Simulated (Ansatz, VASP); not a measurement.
**SiW6: VASP beside Ansatz**

File INCAR:

```
SYSTEM = SiW6
PREC = Accurate
ENCUT = 520
EDIFF = 1E-6
ISMEAR = 0
SIGMA = 0.1
LREAL = .FALSE.
LASPH = .TRUE.
NELM = 100
ALGO = Normal
ISIF = 2
LWAVE = .FALSE.
LCHARG = .FALSE.
LDIPOL = .TRUE.
IDIPOL = 3
DIPOL = 0.5 0.5 0.322
GGA = PE
IVDW = 12
NBANDS = 53
```

The input KPOINTS:

```
regular mesh
0
G
  6 6 1
  0 0 0
```

The input POSCAR:

```
SiW6
1.0
    4.4682526324      0.0000000000      0.0000000000
   -2.2341263162      3.8696202902      0.0000000000
    0.0000000000      0.0000000000     21.7259061349
W Si
6 1
Direct
    0.6666666667      0.3333333333      0.1841119986
    0.3333333333      0.6666666667      0.2260931360
    0.0000000000      0.0000000000      0.2680742733
    0.6666666667      0.3333333333      0.3070897866
    0.3333333333      0.6666666667      0.3466976876
    0.0000000000      0.0000000000      0.3832248047
    0.1111111111      0.4444444444      0.5397200035
```

Input for Ansatz:

```yaml
crystal:
  lattice:
    - [4.4682526324, 0.0, 0.0]
    - [-2.2341263162, 3.8696202902, 0.0]
    - [0.0, 0.0, 21.7259061349]
  atoms:
    - { symbol: W, position: [0.6666666667, 0.3333333333, 0.1841119986] }
    - { symbol: W, position: [0.3333333333, 0.6666666667, 0.226093136] }
    - { symbol: W, position: [0.0, 0.0, 0.2680742733] }
    - { symbol: W, position: [0.6666666667, 0.3333333333, 0.3070897866] }
    - { symbol: W, position: [0.3333333333, 0.6666666667, 0.3466976876] }
    - { symbol: W, position: [0.0, 0.0, 0.3832248047] }
    - { symbol: Si, position: [0.1111111111, 0.4444444444, 0.5397200035] }
basis:
  ecutwfc: 420
kpoints:
  mp_grid: { grid: [6, 6, 1] }
hamiltonian:
  xc: pbe
  pseudopotentials: { kind: paw, azcp: { folder: soft_1 } }
  dispersion: d3bj
scf:
  occupations: { method: gaussian, width: 0.1 }
output:
  forces: true
  eigenvalues: true
efield:
  axis: 3
  dipole_correction: true
  ramp_width: 0.04
```

Alike in both runs: task single point; functional PBE; dispersion D3(BJ); k mesh 6 × 6 × 1; occupations gaussian, width 0.1 eV; no spin polarisation.

|  | VASP | Ansatz |
| --- | --- | --- |
| version | VASP 6.6.1 | Ansatz 0.2.0 |
| potentials or method | VASP PAW PBE potentials, release 64 (W_sv, Si), cutoff 520 eV | scalar-relativistic, plane waves, PAW |
| valence electrons in the cell | 88 | 88 |

```tsv
	VASP	Ansatz	Ansatz less VASP
gap on the k mesh at the Fermi level (eV)	none	none	-
rms of the force components (eV/Å)	1.716	1.705	-0.0109
```

Atom by atom the forces differ by 0.021 eV/Å (rms over components). A gap of «none» marks a metal or a gap that the smearing closes. Ansatz's warnings: dispersion switch in reach, vacuum below fermi.

Spin-orbit coupling is off throughout.
